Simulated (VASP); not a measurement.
**PrSi2Pt: single point with PBE**

Crystal: PrSi2Pt.

```
Pr Si Pt
1.0
     4.32954    0.00000    0.00000
    -2.16477    3.74949    0.00000
     0.00000    0.00000    5.33855
Pr Si Pt
1 2 1
Cartesian
  0.0000 0.0000 0.0000
  0.0000 2.4997 0.0000
  2.1648 1.2498 0.0000
  0.0000 0.0000 2.6693
```

The cell was generated, and may not be a known phase.

| Property | Result |
| --- | --- |
| Program | VASP 6.6.1 |
| Task | single point |
| Functional | PBE |
| Potentials or basis | VASP PAW PBE potentials, release 64 (Pr, Si, Pt) |
| Cutoff | 520 eV |
| k mesh | 6 × 6 × 4 |
| Occupations | gaussian, width 0.1 eV |
| Spin | no spin polarisation |
| Dipole correction | no |
| Further INCAR settings | ALGO = Normal; EDIFF = 1e-07; NBANDS = 24 |

```
Pressure               : 17.0 GPa
Band gap on the k mesh : zero (an odd number of electrons rules out a gap without spin polarisation)
```

Stress tensor (GPa, compression positive):
```
28.26  0.00  0.00
 0.00 28.26  0.00
 0.00  0.00 -5.53
```

Levels at points of the mesh, in eV from the Fermi level:
```tsv
k point	band 12	band 13	band 14	band 15	band 16	band 17	band 18	band 19
(0.00, 0.00, 0.00)	-2.22	-2.05	-1.18	-1.18	0.25	0.25	0.28	0.28
(0.50, 0.00, 0.00)	-1.12	-1.12	-0.57	-0.05	0.00	0.00	0.12	0.17
(0.00, 0.00, 0.50)	-1.66	-1.41	-1.41	0.03	0.39	0.39	0.58	0.58
(0.50, 0.00, 0.50)	-1.73	-1.00	-0.86	-0.21	-0.05	0.05	0.23	0.51
```

Run time: 98 s on 1 thread of Intel(R) Xeon(R) Platinum 8259CL CPU @ 2.50GHz (Skylake/Cascade Lake), on a shared host, peak memory 0.22 GiB.

Caveat: the stress differs along the axes, from -6 to 28 GPa; spin-orbit coupling is left out, which moves the levels of the heavy elements; semilocal functionals describe open f shells poorly, which spoils levels, moments and volumes. Spin polarisation is off, so any magnetic state and its effect on volume and gap are missing.
